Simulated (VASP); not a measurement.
Wanted: the native input for a VASP 6.6.1 run.

- Task: single point
- Functional: PBEsol
- Potentials or basis: VASP PAW PBE potentials, release 64 (Rh_pv, Si)
- Cutoff: 520 eV
- k mesh: 3 × 3 × 3
- Occupations: gaussian, width 0.05 eV
- Spin: collinear spin
- Starting moments: [0.24, 0.01, 0.01, 0.01, 0.01, 0.01, 0.01, 0.0, 0.04, 0.04, 0.04, 0.0, 0.04, 0.0, 0.0, 0.0] μB
- Hubbard terms: Rh d U = 2.0 eV
- Dipole correction: no
- Further INCAR settings: LREAL = Auto; ALGO = Normal; EDIFF = 1e-07; NBANDS = 56

The structure of Si15Rh lies in POSCAR:

```
Si15Rh
1.0
    0.0000000000      5.4370000000      5.4370000000
    5.4370000000      0.0000000000      5.4370000000
    5.4370000000      5.4370000000      0.0000000000
Rh Si
1 15
Direct
    1.0000000000      1.0000000000      0.0000000000
    0.9990934051      0.9990934051      0.5009065949
    0.9990934051      0.5009065949      0.9990934051
    0.9990934051      0.5009065949      0.5009065949
    0.5009065949      0.9990934051      0.9990934051
    0.5009065949      0.9990934051      0.5009065949
    0.5009065949      0.5009065949      0.9990934051
    0.5000000000      0.5000000000      0.5000000000
    0.1232214265      0.1232214265      0.1232214265
    0.1232214265      0.1232214265      0.6303357206
    0.1232214265      0.6303357206      0.1232214265
    0.1251791258      0.6249402914      0.6249402914
    0.6303357206      0.1232214265      0.1232214265
    0.6249402914      0.1251791258      0.6249402914
    0.6249402914      0.6249402914      0.1251791258
    0.6249402914      0.6249402914      0.6249402914
```

These files were run (other wordings do the same):

INCAR

```
  PREC = Accurate
  ENCUT = 520
  EDIFF = 1E-7
  ISMEAR = 0
  SIGMA = 0.05
  LREAL = Auto
  LASPH = True
  NELM = 150
  ALGO = Normal
  ISIF = 2
  LWAVE = False
  LCHARG = True
  ISPIN = 2
  MAGMOM = 0.24 0.01 0.01 0.01 0.01 0.01 0.01 0 0.04 0.04 0.04 0 0.04 0 0 0
  LORBIT = 11
  LMAXMIX = 4
  LDAU = True
  LDAUTYPE = 2
  LDAUL = 2 -1
  LDAUU = 2 0
  LDAUJ = 0 0
  LDAUPRINT = 1
  GGA = PS
  LELF = True
  LVHAR = True
  NBANDS = 56
```

KPOINTS

```
regular mesh
0
Gamma
  3 3 3
```

Potentials or basis: VASP PAW PBE potentials, release 64 (Rh_pv, Si).

Command:

```bash
$ cat potpaw_PBE.64/Rh_pv/POTCAR potpaw_PBE.64/Si/POTCAR > POTCAR
$ mpirun -np 1 vasp_std > vasp.out
```

Results of the run:

```yaml
Pressure: -1.2 GPa
Largest_force: 0.073 eV/Å
Band_gap_on_the_k_mesh: zero (filled and empty bands overlap)
Net_moment: 0.97 μB per cell
Site_moments: Rh +0.28; Si +0.01, +0.00, +0.03 μB
Valence_electrons_inside_the_program's_atomic_spheres: Rh 14.12; Si 1.68, 1.69, 1.65
```

Caveat: the PAW data sets were made with another functional, which shifts forces and pressure a little; the U is typed as a test and isn't derived for this compound.

It took 4.7 min on 1 thread of Intel(R) Xeon(R) 6975P-C (Granite Rapids) (shared host), peak memory 0.67 GiB.
